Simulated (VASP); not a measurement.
# B24HN24 (a cell with a defect) in VASP: a series of runs

The runs below take B24HN24 (a cell with a defect) through single point, with PBE.

All numbers are computed with VASP 6.6.1; they aren't measurements. Logs are shortened: lines on timing, memory, paths and dates and some standing lists are left out, and cuts for length are marked.

### Step 1. The cell of the first run

The cell holds a defect, 49 atoms: a = 8.343 Å, b = 8.702 Å, c = 8.702 Å, α = 120.00°, β = 90.00°, γ = 90.00°.

### Step 2. Single point, PBE (with an interstitial atom, then relaxed in part)

Input file INCAR:

```
SYSTEM = B24HN24
PREC = Accurate
ENCUT = 520
EDIFF = 1E-6
ISMEAR = 0
SIGMA = 0.01
LREAL = Auto
LASPH = .TRUE.
NELM = 60
ALGO = Normal
ISIF = 2
LWAVE = .FALSE.
LCHARG = .FALSE.
GGA = PE
NBANDS = 126
NELECT = 192.0
```

Input file KPOINTS:

```
regular mesh
0
G
  2 2 2
  0 0 0
```

Input file POSCAR:

```
B24HN24
1.0
    0.0000000000      0.0000000000      8.3431635353
    7.5365434309     -4.3512253786      0.0000000000
    0.0000000000      8.7024507571      0.0000000000
B N H
24 24 1
Direct
    0.2045995876      0.0000000000      0.1682690686
    0.2128269051      0.5001654666      0.1669628479
    0.2070553835      0.3349069551      0.3349069551
    0.2128269051      0.1669628479      0.5001654666
    0.2070553835      0.0000000000      0.6650930449
    0.2128269051      0.8330371521      0.3332026187
    0.2128269051      0.6667973813      0.4998345334
    0.2128269051      0.4998345334      0.6667973813
    0.2128269051      0.3332026187      0.8330371521
    0.2045995876      0.1682690686      0.0000000000
    0.2045995876      0.8317309314      0.8317309314
    0.2070553835      0.6650930449      0.0000000000
    0.7954004124      0.1682690686      0.1682690686
    0.7871730949      0.6667973813      0.1669628479
    0.7871730949      0.5001654666      0.3332026187
    0.7871730949      0.3332026187      0.5001654666
    0.7871730949      0.1669628479      0.6667973813
    0.7929446165      0.0000000000      0.3349069551
    0.7871730949      0.8330371521      0.4998345334
    0.7929446165      0.6650930449      0.6650930449
    0.7871730949      0.4998345334      0.8330371521
    0.7929446165      0.3349069551      0.0000000000
    0.7954004124      0.0000000000      0.8317309314
    0.7954004124      0.8317309314      1.0000000000
    0.8013372016      0.0000000000      0.1665514980
    0.7878154920      0.5001312580      0.1665969128
    0.7882109273      0.3332578792      0.3332578792
    0.7878154920      0.1665969128      0.5001312580
    0.7882109273      0.0000000000      0.6667421208
    0.7878154920      0.8334030872      0.3335343453
    0.7878154920      0.6664656547      0.4998687420
    0.7878154920      0.4998687420      0.6664656547
    0.7878154920      0.3335343453      0.8334030872
    0.8013372016      0.1665514980      0.0000000000
    0.8013372016      0.8334485020      0.8334485020
    0.7882109273      0.6667421208      0.0000000000
    0.1986627984      0.1665514980      0.1665514980
    0.2121845080      0.6664656547      0.1665969128
    0.2121845080      0.5001312580      0.3335343453
    0.2121845080      0.3335343453      0.5001312580
    0.2121845080      0.1665969128      0.6664656547
    0.2117890727      0.0000000000      0.3332578792
    0.2121845080      0.8334030872      0.4998687420
    0.2117890727      0.6667421208      0.6667421208
    0.2121845080      0.4998687420      0.8334030872
    0.2117890727      0.3332578792      0.0000000000
    0.1986627984      0.0000000000      0.8334485020
    0.1986627984      0.8334485020      1.0000000000
    0.0000000000      0.0000000000      0.0000000000
```

Potentials or basis: VASP PAW PBE potentials, release 64 (B, N, H).

On the command line:

```sh
cat potpaw_PBE.64/B/POTCAR potpaw_PBE.64/N/POTCAR potpaw_PBE.64/H/POTCAR > POTCAR
mpirun -np 1 vasp_std > vasp.out
```

OUTCAR:

```text
SYSTEM = B24HN24
   PREC = Accurate
   ENCUT = 520
   EDIFF = 1E-6
   ISMEAR = 0
   LREAL = Auto
   LASPH = .TRUE.
   NELM = 60
   ISIF = 2
   GGA = PE
   NELECT = 192.0

 ion  position               nearest neighbor table
   1  0.205  0.000  0.168-  42 1.44  48 1.46  37 1.46
   2  0.213  0.500  0.167-  38 1.45  39 1.45  46 1.45
   3  0.207  0.335  0.335-  40 1.44  39 1.44  37 1.47
   4  0.213  0.167  0.500-  41 1.45  40 1.45  42 1.45
   5  0.207  0.000  0.665-  43 1.44  41 1.44  47 1.47
   6  0.213  0.833  0.333-  43 1.45  38 1.45  42 1.45
[... 40 lines left out ...]
  47  0.199  0.000  0.833-  10 1.46  11 1.46   5 1.47
  48  0.199  0.833  0.000-  11 1.46   1 1.46  12 1.47
  49  0.000  0.000  0.000-

  LATTYP: Found a hexagonal cell.
 ALAT       =     8.7024507572
 C/A-ratio  =     0.9587142482

  Lattice vectors:

 A1 = (   7.5365434309,  -4.3512253786,   0.0000000000)
 A2 = (   0.0000000000,   8.7024507571,   0.0000000000)
 A3 = (   0.0000000000,   0.0000000000,   8.3431635353)

Analysis of symmetry for initial positions (statically):
=====================================================================
 Subroutine PRICEL returns:
 Original cell was already a primitive cell.

 Routine SETGRP: Setting up the symmetry group for a
 hexagonal supercell.

 Subroutine GETGRP returns: Found 12 space group operations
 (whereof 12 operations were pure point group operations)
 out of a pool of 24 trial point group operations.

The static configuration has the point symmetry D_3d.

Analysis of symmetry for dynamics (positions and initial velocities):
=====================================================================
 Subroutine PRICEL returns:
 Original cell was already a primitive cell.

 Routine SETGRP: Setting up the symmetry group for a
 hexagonal supercell.

 Subroutine GETGRP returns: Found 12 space group operations
 (whereof 12 operations were pure point group operations)
 out of a pool of 24 trial point group operations.

The dynamic configuration has the point symmetry D_3d.

 Subroutine INISYM returns: Found 12 space group operations
 (whereof 12 operations are pure point group operations),
 and found     1 'primitive' translations

----------------------------------------------------------------------------------------

                                     Primitive cell

  volume of cell :     547.1980

  direct lattice vectors                    reciprocal lattice vectors
     0.000000000  0.000000000  8.343163535     0.000000000  0.000000000  0.119858612
     7.536543431 -4.351225379  0.000000000     0.132686822  0.000000000  0.000000000
     0.000000000  8.702450757  0.000000000     0.066343411  0.114910159  0.000000000

  length of vectors
     8.343163535  8.702450757  8.702450757     0.119858612  0.132686822  0.132686822

  position of ions in fractional coordinates (direct lattice)
     0.204599588  0.000000000  0.168269069
     0.212826905  0.500165467  0.166962848
     0.207055383  0.334906955  0.334906955
     0.212826905  0.166962848  0.500165467
     0.207055383  0.000000000  0.665093045
     0.212826905  0.833037152  0.333202619
[... 41 lines left out ...]
     0.198662798  0.833448502  0.000000000
     0.000000000  0.000000000  0.000000000

  ion indices of the primitive-cell ions
   primitive index   ion index
                 1           1
                 2           2
                 3           3
                 4           4
                 5           5
                 6           6
[... 41 lines left out ...]
                48          48
                49          49

----------------------------------------------------------------------------------------

 KPOINTS: regular mesh

Automatic generation of k-mesh.
 Grid dimensions read from file:
 generate k-points for:    2    2    2

 Generating k-lattice:

  Cartesian coordinates                     Fractional coordinates (reciprocal lattice)
     0.000000000  0.000000000  0.059929306     0.500000000  0.000000000  0.000000000
[... 44 lines left out ...]
 Gauss-broadening in eV      SIGMA  =   0.01
  energy-cutoff  :      520.00
  volume of cell :      547.20
 maximum number of plane-waves:     14755
 NGX is ok and might be reduce to    64
   NGX = 31   NGY = 33   NGZ = 33

 number of electron     191.9999996 magnetization

 Free energy of the ion-electron system (eV)
  ---------------------------------------------------
  ext. energy  EPLUGINS =         0.00000000
  ---------------------------------------------------
  free energy    TOTEN  =      -424.00332209 eV

  energy without entropy =     -424.00332209  energy(sigma->0) =     -424.00332209

 E-fermi :   0.6278     XC(G=0):  -8.5563

 val. band max:        0.5574062120   @ k =   0.5000   0.0000   0.0000
 cond. band min:       1.2589597190   @ k =   0.0000   0.0000   0.0000
 fundamental gap:      0.7015535070
 Fermi energy:         0.6277578242

 k-point     1 :       0.0000    0.0000    0.0000
  band No.  band energies     occupation
      1     -17.1319      2.00000
      2     -17.0030      2.00000
      3     -15.7742      2.00000
      4     -15.6394      2.00000
      5     -15.6394      2.00000
      6     -15.6324      2.00000
[... 100 lines left out ...]
    107       5.7330      0.00000
    108       5.7353      0.00000

 k-point     2 :       0.5000    0.0000    0.0000
  band No.  band energies     occupation
      1     -17.1282      2.00000
      2     -17.0068      2.00000
      3     -15.7716      2.00000
      4     -15.6368      2.00000
      5     -15.6368      2.00000
      6     -15.6350      2.00000
[... 100 lines left out ...]
    107       5.6323      0.00000
    108       6.0920      0.00000

 k-point     3 :       0.0000    0.5000    0.0000
  band No.  band energies     occupation
      1     -16.8233      2.00000
      2     -16.6766      2.00000
      3     -16.6391      2.00000
      4     -16.5439      2.00000
      5     -15.9585      2.00000
      6     -15.9421      2.00000
[... 100 lines left out ...]
    107       6.4162      0.00000
    108       6.6543      0.00000

 k-point     4 :       0.5000    0.5000    0.0000
  band No.  band energies     occupation
      1     -16.8203      2.00000
      2     -16.6799      2.00000
      3     -16.6353      2.00000
      4     -16.5479      2.00000
      5     -15.9554      2.00000
      6     -15.9392      2.00000
[... 100 lines left out ...]
    107       6.6200      0.00000
    108       6.6709      0.00000
 [bands above 108 left out]

------------------------ aborting loop because EDIFF is reached ----------------------------------------

  FORCE on cell =-STRESS in cart. coord.  units (eV):
  Direction    XX          YY          ZZ          XY          YZ          ZX
  --------------------------------------------------------------------------------------
  -------------------------------------------------------------------------------------
  Total       -4.1547010     -4.1547010     -7.3769401      0.0000000      0.0000000      0.0000000
  in kB      -12.1648237    -12.1648237    -21.5994306      0.0000000      0.0000000      0.0000000
  external PRESSURE =     -15.3096927 kB  Pullay stress =       0.0000000 kB

 VOLUME and BASIS-vectors are now :
 -----------------------------------------------------------------------------
  energy-cutoff  :      520.00
  volume of cell :      547.20
      direct lattice vectors                 reciprocal lattice vectors
     0.000000000  0.000000000  8.343163535     0.000000000  0.000000000  0.119858612
     7.536543431 -4.351225379  0.000000000     0.132686822  0.000000000  0.000000000
     0.000000000  8.702450757  0.000000000     0.066343411  0.114910159  0.000000000

 POSITION                                       TOTAL-FORCE (eV/Angst)
 -----------------------------------------------------------------------------------
      0.00000      1.46435      1.70701         0.000000      0.011550     -0.002808
      3.76952     -0.72335      1.77565         0.003659      0.000760      0.002544
      2.52404      1.45726      1.72750         0.003269      0.001887      0.002067
      1.25832      3.62617      1.77565         0.002487      0.002788      0.002544
      0.00000      5.78794      1.72750         0.000000     -0.003775      0.002067
      6.27822     -0.72505      1.77565        -0.002487      0.002788      0.002544
[... 41 lines left out ...]
      6.28132     -3.62652      1.65748         0.006099     -0.003521      0.000841
      0.00000      0.00000      0.00000         0.000000      0.000000      0.000000
 -----------------------------------------------------------------------------------
    total drift:                               -0.000000      0.000000      0.000000

  FREE ENERGIE OF THE ION-ELECTRON SYSTEM (eV)
  ---------------------------------------------------
  free  energy   TOTEN  =      -424.0033220890 eV

  energy  without entropy=     -424.0033220890  energy(sigma->0) =     -424.00332209
```

Wall time 10 min (1 thread of Intel Xeon Platinum 8259CL at 2.50GHz (Skylake/Cascade Lake), shared host); peak memory 0.73 GiB.

Results:

```
Free energy   : -424.0033 eV
Largest force : 0.012 eV/Å
```

Forces in eV/Å, atoms in the order of the input:
```
B    0.000  0.012 -0.003
B    0.004  0.001  0.003
B    0.003  0.002  0.002
B    0.002  0.003  0.003
B    0.000 -0.004  0.002
B   -0.002  0.003  0.003
B   -0.001 -0.004  0.003
B   -0.004  0.001  0.003
B    0.001 -0.004  0.003
B    0.010 -0.006 -0.003
B   -0.010 -0.006 -0.003
B   -0.003  0.002  0.002
B    0.010  0.006  0.003
B   -0.001  0.004 -0.003
B    0.004 -0.001 -0.003
B    0.001  0.004 -0.003
B    0.002 -0.003 -0.003
B    0.000  0.004 -0.002
B   -0.002 -0.003 -0.003
B   -0.003 -0.002 -0.002
B   -0.004 -0.001 -0.003
B    0.003 -0.002 -0.002
B    0.000 -0.012  0.003
B   -0.010  0.006  0.003
N    0.000 -0.007 -0.001
N   -0.003 -0.001  0.001
N   -0.004 -0.002 -0.002
N   -0.002 -0.002  0.001
N    0.000  0.004 -0.002
N    0.002 -0.002  0.001
N    0.001  0.003  0.001
N    0.003 -0.001  0.001
N   -0.001  0.003  0.001
N   -0.006  0.004 -0.001
N    0.006  0.004 -0.001
N    0.004 -0.002 -0.002
N   -0.006 -0.004  0.001
N    0.001 -0.003 -0.001
N   -0.003  0.001 -0.001
N   -0.001 -0.003 -0.001
N   -0.002  0.002 -0.001
N    0.000 -0.004  0.002
N    0.002  0.002 -0.001
N    0.004  0.002  0.002
N    0.003  0.001 -0.001
N   -0.004  0.002  0.002
N    0.000  0.007  0.001
N    0.006 -0.004  0.001
H    0.000  0.000  0.000
```

Caveat: the cell carries a net charge on a neutralising background, which shifts energy and pressure; the cell differs from its parent crystal (with an interstitial atom, then relaxed in part); the cell is charged against a uniform background, so pressure and absolute levels hang on convention.

### Step 3. Single point, PBE (with an interstitial atom, then relaxed in part)

Input file INCAR:

```
PREC = Accurate
ENCUT = 520
EDIFF = 1E-6
ISMEAR = 0
SIGMA = 0.01
LREAL = Auto
LASPH = True
NELM = 100
ALGO = Normal
ISIF = 2
LWAVE = False
LCHARG = False
GGA = PE
NELECT = 194.0
NBANDS = 126
```

Input file KPOINTS:

```
Automatic mesh
0
Gamma
  2 2 2
```

Input file POSCAR:

```
B24HN24
1.0
    0.0000000000      0.0000000000      8.3431635353
    7.5365434309     -4.3512253786      0.0000000000
    0.0000000000      8.7024507571      0.0000000000
B N H
24 24 1
Direct
    0.2767335284      0.0000000000      0.1653737238
    0.2729415293      0.4996441910      0.1664505969
    0.2781850230      0.3325267612      0.3325267612
    0.2729415293      0.1664505969      0.4996441910
    0.2781850230      0.0000000000      0.6674732388
    0.2729415293      0.8335494031      0.3331935941
    0.2729415293      0.6668064059      0.5003558090
    0.2729415293      0.5003558090      0.6668064059
    0.2729415293      0.3331935941      0.8335494031
    0.2767335284      0.1653737238      0.0000000000
    0.2767335284      0.8346262762      0.8346262762
    0.2781850230      0.6674732388      0.0000000000
    0.7232664716      0.1653737238      0.1653737238
    0.7270584707      0.6668064059      0.1664505969
    0.7270584707      0.4996441910      0.3331935941
    0.7270584707      0.3331935941      0.4996441910
    0.7270584707      0.1664505969      0.6668064059
    0.7218149770      0.0000000000      0.3325267612
    0.7270584707      0.8335494031      0.5003558090
    0.7218149770      0.6674732388      0.6674732388
    0.7270584707      0.5003558090      0.8335494031
    0.7218149770      0.3325267612      0.0000000000
    0.7232664716      0.0000000000      0.8346262762
    0.7232664716      0.8346262762      1.0000000000
    0.7134760689      0.0000000000      0.1674289508
    0.7264404445      0.5001341051      0.1666590963
    0.7268232461      0.3329881930      0.3329881930
    0.7264404445      0.1666590963      0.5001341051
    0.7268232461      0.0000000000      0.6670118070
    0.7264404445      0.8333409037      0.3334750088
    0.7264404445      0.6665249912      0.4998658949
    0.7264404445      0.4998658949      0.6665249912
    0.7264404445      0.3334750088      0.8333409037
    0.7134760689      0.1674289508      0.0000000000
    0.7134760689      0.8325710492      0.8325710492
    0.7268232461      0.6670118070      0.0000000000
    0.2865239311      0.1674289508      0.1674289508
    0.2735595555      0.6665249912      0.1666590963
    0.2735595555      0.5001341051      0.3334750088
    0.2735595555      0.3334750088      0.5001341051
    0.2735595555      0.1666590963      0.6665249912
    0.2731767539      0.0000000000      0.3329881930
    0.2735595555      0.8333409037      0.4998658949
    0.2731767539      0.6670118070      0.6670118070
    0.2735595555      0.4998658949      0.8333409037
    0.2731767539      0.3329881930      0.0000000000
    0.2865239311      0.0000000000      0.8325710492
    0.2865239311      0.8325710492      1.0000000000
    0.0000000000      0.0000000000      0.0000000000
```

Potentials or basis: VASP PAW PBE potentials, release 64 (B, N, H).

On the command line:

```sh
cat potpaw_PBE.64/B/POTCAR potpaw_PBE.64/N/POTCAR potpaw_PBE.64/H/POTCAR > POTCAR
mpirun -np 1 vasp_std > vasp.out
```

Run time: 9.4 min. Hardware: 1 thread of Intel Xeon Platinum 8259CL at 2.50GHz (Skylake/Cascade Lake), shared host; peak memory 0.73 GiB.

Results (log left out):

```
Free energy   : -420.1196 eV
Largest force : 0.010 eV/Å
```

Forces in eV/Å, atoms in the order of the input:
```
B    0.000 -0.001 -0.003
B    0.002 -0.001 -0.008
B    0.005  0.003 -0.008
B    0.000  0.002 -0.008
B    0.000 -0.005 -0.008
B    0.000  0.002 -0.008
B   -0.002 -0.001 -0.008
B   -0.002 -0.001 -0.008
B    0.002 -0.001 -0.008
B   -0.001  0.000 -0.003
B    0.001  0.000 -0.003
B   -0.005  0.003 -0.008
B   -0.001  0.000  0.003
B   -0.002  0.001  0.008
B    0.002  0.001  0.008
B    0.002  0.001  0.008
B    0.000 -0.002  0.008
B    0.000  0.005  0.008
B    0.000 -0.002  0.008
B   -0.005 -0.003  0.008
B   -0.002  0.001  0.008
B    0.005 -0.003  0.008
B    0.000  0.001  0.003
B    0.001  0.000  0.003
N    0.000 -0.001 -0.005
N   -0.003  0.001 -0.003
N    0.002  0.001 -0.005
N   -0.001 -0.003 -0.003
N    0.000 -0.002 -0.005
N    0.001 -0.003 -0.003
N    0.002  0.003 -0.003
N    0.003  0.001 -0.003
N   -0.002  0.003 -0.003
N    0.000  0.000 -0.005
N    0.000  0.000 -0.005
N   -0.002  0.001 -0.005
N    0.000  0.000  0.005
N    0.002 -0.003  0.003
N   -0.003 -0.001  0.003
N   -0.002 -0.003  0.003
N   -0.001  0.003  0.003
N    0.000  0.002  0.005
N    0.001  0.003  0.003
N   -0.002 -0.001  0.005
N    0.003 -0.001  0.003
N    0.002 -0.001  0.005
N    0.000  0.001  0.005
N    0.000  0.000  0.005
H    0.000  0.000  0.000
```

Levels at points of the mesh, in eV from the Fermi level:
| k point | band 94 | band 95 | band 96 | band 97 | band 98 | band 99 | band 100 | band 101 |
| --- | --- | --- | --- | --- | --- | --- | --- | --- |
| (0.00, 0.00, 0.00) | -3.15 | -3.15 | -3.15 | -0.34 | 1.34 | 1.34 | 1.43 | 1.50 |
| (0.50, 0.00, 0.00) | -3.15 | -3.14 | -3.14 | -0.10 | 1.40 | 1.40 | 1.48 | 1.48 |
| (0.00, 0.50, 0.00) | -3.76 | -3.61 | -3.49 | -0.26 | 1.45 | 1.60 | 1.79 | 1.86 |
| (0.50, 0.50, 0.00) | -3.71 | -3.66 | -3.53 | -0.06 | 1.50 | 1.61 | 1.69 | 1.86 |

Caveat: the cell carries a net charge on a neutralising background, which shifts energy and pressure; the cell differs from its parent crystal (with an interstitial atom, then relaxed in part); the cell is charged against a uniform background, so pressure and absolute levels hang on convention.
